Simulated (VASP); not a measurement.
# ZnSe (zincblende type) (F-43m) in VASP: a series of runs

Runs on ZnSe (zincblende type). Level: PBEsol. Tasks: single point.

Program: VASP 6.6.1. These are calculated values, not measurements. Logs are shortened: lines on timing, memory, paths and dates and some standing lists are left out, and cuts for length are marked.

## (1) The cell of the first run

It takes space group F-43m (No. 216, cubic). The conventional cell has a = 5.049 Å, b = 5.049 Å, c = 5.049 Å, α = 90.00°, β = 90.00°, γ = 90.00°. Zn (site symmetry -43m) has 4 Se at 2.19 Å within 2.9 Å. Within 2.9 Å of Se (site symmetry -43m) lie 4 Zn at 2.19 Å.

## (2) Single point, PBEsol

File INCAR:

```
SYSTEM = ZnSe
PREC     = Accurate       ! precision mode
ENCUT    = 520            ! plane-wave cutoff, eV
EDIFF    = 1E-6           ! SCF threshold, eV
ISMEAR   = -1             ! smearing method
SIGMA    = 0.08           ! smearing width, eV
LREAL    = .FALSE.        ! projectors in reciprocal space
LASPH    = .TRUE.         ! aspherical terms in the spheres
NELM     = 100            ! most SCF steps
ALGO     = Normal         ! electronic algorithm
ISIF     = 2              ! what is computed and relaxed
LWAVE    = .FALSE.        ! write WAVECAR
LCHARG   = .TRUE.         ! write CHGCAR
GGA      = PS             ! functional
LELF     = .TRUE.         ! ELF
LVHAR    = .TRUE.       
NBANDS   = 16             ! bands
```

File KPOINTS:

```
regular mesh
0
G
  11 11 11
  0 0 0
```

File POSCAR:

```
ZnSe
1.0
    0.0000000000      2.5246619006      2.5246619006
    2.5246619006      0.0000000000      2.5246619006
    2.5246619006      2.5246619006      0.0000000000
Zn Se
1 1
Direct
    0.0000000000      0.0000000000      0.0000000000
    0.2500000000      0.2500000000      0.2500000000
```

Potentials or basis: VASP PAW PBE potentials, release 64 (Zn, Se).

On the command line:

```console
$ cat potpaw_PBE.64/Zn/POTCAR potpaw_PBE.64/Se/POTCAR > POTCAR
$ mpirun -np 1 vasp_std > vasp.out
```

OUTCAR:

```text
SYSTEM = ZnSe
   PREC = Accurate
   ENCUT = 520
   EDIFF = 1E-6
   ISMEAR = -1
   LREAL = .FALSE.
   LASPH = .TRUE.
   NELM = 100
   ISIF = 2
   GGA = PS

 ion  position               nearest neighbor table
   1  0.000  0.000  0.000-   2 2.19   2 2.19   2 2.19   2 2.19
   2  0.250  0.250  0.250-   1 2.19   1 2.19   1 2.19   1 2.19

  LATTYP: Found a face centered cubic cell.
 ALAT       =     5.0493238012

  Lattice vectors:

 A1 = (   0.0000000000,   2.5246619006,   2.5246619006)
 A2 = (   2.5246619006,   0.0000000000,   2.5246619006)
 A3 = (   2.5246619006,   2.5246619006,   0.0000000000)

Analysis of symmetry for initial positions (statically):
=====================================================================
 Subroutine PRICEL returns:
 Original cell was already a primitive cell.

 Routine SETGRP: Setting up the symmetry group for a
 face centered cubic supercell.

 Subroutine GETGRP returns: Found 24 space group operations
 (whereof 24 operations were pure point group operations)
 out of a pool of 48 trial point group operations.

The static configuration has the point symmetry T_d .

Analysis of symmetry for dynamics (positions and initial velocities):
=====================================================================
 Subroutine PRICEL returns:
 Original cell was already a primitive cell.

 Routine SETGRP: Setting up the symmetry group for a
 face centered cubic supercell.

 Subroutine GETGRP returns: Found 24 space group operations
 (whereof 24 operations were pure point group operations)
 out of a pool of 48 trial point group operations.

The dynamic configuration has the point symmetry T_d .

 Subroutine INISYM returns: Found 24 space group operations
 (whereof 24 operations are pure point group operations),
 and found     1 'primitive' translations

----------------------------------------------------------------------------------------

                                     Primitive cell

  volume of cell :      32.1840

  direct lattice vectors                    reciprocal lattice vectors
     0.000000000  2.524661901  2.524661901    -0.198046321  0.198046321  0.198046321
     2.524661901  0.000000000  2.524661901     0.198046321 -0.198046321  0.198046321
     2.524661901  2.524661901  0.000000000     0.198046321  0.198046321 -0.198046321

  length of vectors
     3.570411100  3.570411100  3.570411100     0.343026289  0.343026289  0.343026289

  position of ions in fractional coordinates (direct lattice)
     0.000000000  0.000000000  0.000000000
     0.250000000  0.250000000  0.250000000

  ion indices of the primitive-cell ions
   primitive index   ion index
                 1           1
                 2           2

----------------------------------------------------------------------------------------

 KPOINTS: regular mesh

Automatic generation of k-mesh.
 Grid dimensions read from file:
 generate k-points for:   11   11   11

 Generating k-lattice:

  Cartesian coordinates                     Fractional coordinates (reciprocal lattice)
    -0.018004211  0.018004211  0.018004211     0.090909091  0.000000000  0.000000000
     0.018004211 -0.018004211  0.018004211     0.000000000  0.090909091  0.000000000
     0.018004211  0.018004211 -0.018004211     0.000000000  0.000000000  0.090909091

  Length of vectors
     0.031184208  0.031184208  0.031184208

  Shift w.r.t. Gamma in fractional coordinates (k-lattice)
     0.000000000  0.000000000  0.000000000

 Subroutine IBZKPT returns following result:
 ===========================================

 Found     56 irreducible k-points:

 Following reciprocal coordinates:
            Coordinates               Weight
  0.000000  0.000000  0.000000      1.000000
  0.090909  0.000000  0.000000      8.000000
  0.181818  0.000000  0.000000      8.000000
  0.272727  0.000000  0.000000      8.000000
  0.363636  0.000000  0.000000      8.000000
  0.454545  0.000000  0.000000      8.000000
[... 16 lines left out ...]
 -0.272727  0.181818  0.000000     24.000000
 -0.181818  0.181818  0.000000     12.000000
 [... further k-points ...]
   k-points           NKPTS =     56   k-points in BZ     NKDIM =     56   number of bands    NBANDS=     16
   number of dos      NEDOS =    301   number of ions     NIONS =      2
   total plane-waves  NPLWV =  21952
   dimension x,y,z NGX =    28 NGY =   28 NGZ =   28
   dimension x,y,z NGXF=    56 NGYF=   56 NGZF=   56
   ions per type =               1   1
   NGX,Y,Z   is equivalent  to a cutoff of  13.04, 13.04, 13.04 a.u.
   NGXF,Y,Z  is equivalent  to a cutoff of  26.07, 26.07, 26.07 a.u.
 SYSTEM =  ZnSe
   PREC   = accura    normal or accurate (medium, high low for compatibility)
   ISTART =      0    job   : 0-new  1-cont  2-samecut
   ICHARG =      2    charge: 1-file 2-atom 10-const
   ISPIN  =      1    spin polarized calculation?
   LNONCOLLINEAR =      F non collinear calculations
   LSORBIT =      F    spin-orbit coupling
   LASPH  =      T    aspherical Exc in radial PAW
   ENCUT  =  520.0 eV  38.22 Ry    6.18 a.u.   6.64  6.64  6.64*2*pi/ulx,y,z
   NELM   =    100;   NELMIN=  2; NELMDL= -5     # of ELM steps
   EDIFF  = 0.1E-05   stopping-criterion for ELM
   LREAL  =      F    real-space projection
   EDIFFG = 0.1E-04   stopping-criterion for IOM
   NSW    =      0    number of steps for IOM
   IBRION =     -1    ionic relax: 0-MD 1-quasi-New 2-CG
   NFREE  =      0    steps in history (QN), initial steepest desc. (CG)
   ISIF   =      2    stress and relaxation
   ISYM   =      2    0-nonsym 1-usesym 2-fastsym
   POTIM  = 0.5000    time-step for ionic-motion
   TEBEG  =    0.0;   TEEND  =   0.0 temperature during run
   PSTRESS=    0.0 pullay stress
   NELECT =      18.0000    total number of electrons
   NUPDOWN=      -1.0000    fix difference up-down
   EMIN   =  10.00;   EMAX   =-10.00  energy-range for DOS
   EFERMI =   0.00;   METHOD = LEGACY
   ISMEAR =    -1;   SIGMA  =   0.08  broadening in eV -4-tet -1-fermi 0-gaus
   EFERMI_NEDOS =   21; number of points for ismear=-14 and -15
   IALGO  =     38    algorithm
   IMIX   =      4    mixing-type and parameters
     AMIX     =   0.40;   BMIX     =  1.00
     AMIX_MAG =   1.60;   BMIX_MAG =  1.00
  volume/ion in A,a.u.               =      16.09       108.59
  Fermi-wavevector in a.u.,A,eV,Ry     =   1.348815  2.548891 24.753111  1.819302
  Thomas-Fermi vector in A             =   2.476453
   LORBIT       =      0    0 simple, 1 ext, 2 COOP (PROOUT), +10 PAW based schemes
   GGA     = PS    functional components
   LHFCALC =     F    Hartree Fock is set to
   AEXX    =    0.0000 exact exchange contribution
   IVDW    =     0    specifies the selected vdW correction
   LEPSILON=     F    determine dielectric tensor
   LRPA    =     F    only Hartree local field effects (RPA)
 non-spin polarized calculation
  energy-cutoff  :      520.00
  volume of cell :       32.18
 maximum number of plane-waves:       893
   NGX = 13   NGY = 13   NGZ = 13

 number of electron      18.0000016 magnetization

 Free energy of the ion-electron system (eV)
  ---------------------------------------------------
  ext. energy  EPLUGINS =         0.00000000
  ---------------------------------------------------
  free energy    TOTEN  =        -5.43324068 eV

  energy without entropy =       -5.43324050  energy(sigma->0) =       -5.43324059

 E-fermi :   6.1018     XC(G=0): -11.1933

 val. band max:        5.1679361063   @ k =   0.0000   0.0000   0.0000
 cond. band min:       7.0389260346   @ k =   0.4545   0.4545   0.0000
 fundamental gap:      1.8709899283
 Fermi energy:         6.1018291999

 k-point     1 :       0.0000    0.0000    0.0000
  band No.  band energies     occupation
      1     -11.0549      2.00000
      2      -3.3642      2.00000
      3      -3.3642      2.00000
      4      -3.3642      2.00000
      5      -2.6053      2.00000
      6      -2.6053      2.00000
[... 8 lines left out ...]
     15      17.2722      0.00000
     16      17.2722      0.00000

 k-point     2 :       0.0909    0.0000    0.0000
  band No.  band energies     occupation
      1     -10.9581      2.00000
      2      -3.3793      2.00000
      3      -3.3469      2.00000
      4      -3.3469      2.00000
      5      -2.6083      2.00000
      6      -2.6083      2.00000
[... 8 lines left out ...]
     15      16.4103      0.00000
     16      16.7225      0.00000

 k-point     3 :       0.1818    0.0000    0.0000
  band No.  band energies     occupation
      1     -10.6823      2.00000
      2      -3.4094      2.00000
      3      -3.3030      2.00000
      4      -3.3030      2.00000
      5      -2.6121      2.00000
      6      -2.6121      2.00000
[... 8 lines left out ...]
     15      15.7213      0.00000
     16      16.6411      0.00000

 k-point     4 :       0.2727    0.0000    0.0000
  band No.  band energies     occupation
      1     -10.2767      2.00000
      2      -3.4105      2.00000
      3      -3.2528      2.00000
      4      -3.2528      2.00000
      5      -2.6058      2.00000
      6      -2.6058      2.00000
[... 8 lines left out ...]
     15      16.0148      0.00000
     16      16.1635      0.00000
[... 324 lines left out ...]
 k-point    22 :      -0.3636    0.1818    0.0000
  band No.  band energies     occupation
      1      -9.4171      2.00000
      2      -3.2330      2.00000
      3      -3.1226      2.00000
      4      -3.0181      2.00000
      5      -2.6077      2.00000
      6      -2.5076      2.00000
[... 8 lines left out ...]
     15      17.6695      0.00000
     16      19.2805      0.00000

 k-point    23 :      -0.2727    0.1818    0.0000
  band No.  band energies     occupation
      1      -9.7424      2.00000
      2      -3.2918      2.00000
      3      -3.2205      2.00000
      4      -3.1645      2.00000
      5      -2.6420      2.00000
      6      -2.5360      2.00000
[... 8 lines left out ...]
     15      18.5693      0.00000
     16      20.5030      0.00000

 k-point    24 :      -0.1818    0.1818    0.0000
  band No.  band energies     occupation
      1     -10.1409      2.00000
      2      -3.4089      2.00000
      3      -3.2305      2.00000
      4      -3.2225      2.00000
      5      -2.6507      2.00000
      6      -2.5619      2.00000
[... 8 lines left out ...]
     15      18.0538      0.00000
     16      19.6051      0.00000

 [... further k-points ...]

------------------------ aborting loop because EDIFF is reached ----------------------------------------

  FORCE on cell =-STRESS in cart. coord.  units (eV):
  Direction    XX          YY          ZZ          XY          YZ          ZX
  --------------------------------------------------------------------------------------
  -------------------------------------------------------------------------------------
  Total        9.2301958      9.2301958      9.2301958      0.0000000      0.0000000     -0.0000000
  in kB      459.4960919    459.4960919    459.4960919      0.0000000      0.0000000     -0.0000000
  external PRESSURE =     459.4960919 kB  Pullay stress =       0.0000000 kB

 VOLUME and BASIS-vectors are now :
 -----------------------------------------------------------------------------
  energy-cutoff  :      520.00
  volume of cell :       32.18
      direct lattice vectors                 reciprocal lattice vectors
     0.000000000  2.524661901  2.524661901    -0.198046321  0.198046321  0.198046321
     2.524661901  0.000000000  2.524661901     0.198046321 -0.198046321  0.198046321
     2.524661901  2.524661901  0.000000000     0.198046321  0.198046321 -0.198046321

 POSITION                                       TOTAL-FORCE (eV/Angst)
 -----------------------------------------------------------------------------------
      0.00000      0.00000      0.00000         0.000000      0.000000     -0.000000
      1.26233      1.26233      1.26233        -0.000000     -0.000000      0.000000
 -----------------------------------------------------------------------------------
    total drift:                                0.000003      0.000003      0.000002

  FREE ENERGIE OF THE ION-ELECTRON SYSTEM (eV)
  ---------------------------------------------------
  free  energy   TOTEN  =        -5.4332406839 eV

  energy  without entropy=       -5.4332405046  energy(sigma->0) =       -5.43324059
```

Wall time 13 s (1 thread of Intel Xeon 6975P-C (Granite Rapids), shared host); peak memory 0.17 GiB.

Results:

```yaml
Free_energy: -5.4332 eV
Pressure: 45.9 GPa
Band_gap_on_the_k_mesh: 1.87 eV, indirect (least direct gap 2.71 eV)
```

Levels at points of the mesh, in eV from the valence-band top:
```tsv
k point	band 5	band 6	band 7	band 8	band 9	band 10	band 11	band 12	band 13	band 14
(0.00, 0.00, 0.00)	-7.77	-7.77	0.00	0.00	0.00	2.71	5.38	5.38	5.38	11.03
```

Caveat: the PAW data sets were made with another functional, which shifts forces and pressure a little.

(Continued in part 2 of 2.)
